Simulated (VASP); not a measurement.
Crystal: ZnS.

```
CELL_PARAMETERS angstrom
3.84410 0.00000 0.00000
-1.92205 3.32909 0.00000
0.00000 0.00000 6.30448
ATOMIC_POSITIONS crystal
Zn 0.33333 0.66667 0.00026
Zn 0.66667 0.33333 0.50026
S 0.33333 0.66667 0.37474
S 0.66667 0.33333 0.87474
```

```yaml
Program: VASP 6.6.1
Task: relaxation of cell and atoms
Functional: LDA
Potentials_or_basis: VASP PAW LDA potentials, release 64 (Zn, S)
Cutoff: 600 eV
k_mesh: 12 × 12 × 4
Occupations: fermi-dirac, width 0.02 eV
Spin: no spin polarisation
```

At the start: pressure -5.7 GPa; volume 20.17 Å³/atom.

Problem. Where does the relaxation end?

Solution. Over 10 steps the energy falls by 29.2 meV/atom and the volume is 18.64 Å³/atom (-7.6 %); space group P6_3mc (No. 186, to 0.05 Å).

Step by step:
| step | energy change (eV) | largest force (eV/Å) | pressure (GPa) | volume (Å³) |
| --- | --- | --- | --- | --- |
| 1 | 0.0000 | 0.0069 | -5.73 | 80.68 |
| 2 | -0.1010 | 0.0231 | 2.47 | 72.54 |
| 3 | -0.1166 | 0.0142 | -0.04 | 74.57 |
| 4 | -0.1165 | 0.0148 | 0.11 | 74.45 |
| 5 | -0.1166 | 0.0097 | 0.00 | 74.58 |
| 6 | -0.1166 | 0.0084 | -0.08 | 74.62 |
| 7 | -0.1166 | 0.0091 | -0.03 | 74.60 |
| 8 | -0.1166 | 0.0085 | -0.05 | 74.60 |
| 9 | -0.1167 | 0.0056 | 0.03 | 74.58 |
| 10 | -0.1167 | 0.0039 | 0.02 | 74.57 |

Final structure:
```yaml
crystal:
  lattice:
    - [3.74244, 0.00000, 0.00000]
    - [-1.87122, 3.24105, 0.00000]
    - [0.00000, 0.00000, 6.14798]
  atoms:
    - { symbol: Zn, position: [0.33333, 0.66667, 0.00051] }
    - { symbol: Zn, position: [0.66667, 0.33333, 0.50051] }
    - { symbol: S, position: [0.33333, 0.66667, 0.37449] }
    - { symbol: S, position: [0.66667, 0.33333, 0.87449] }
```
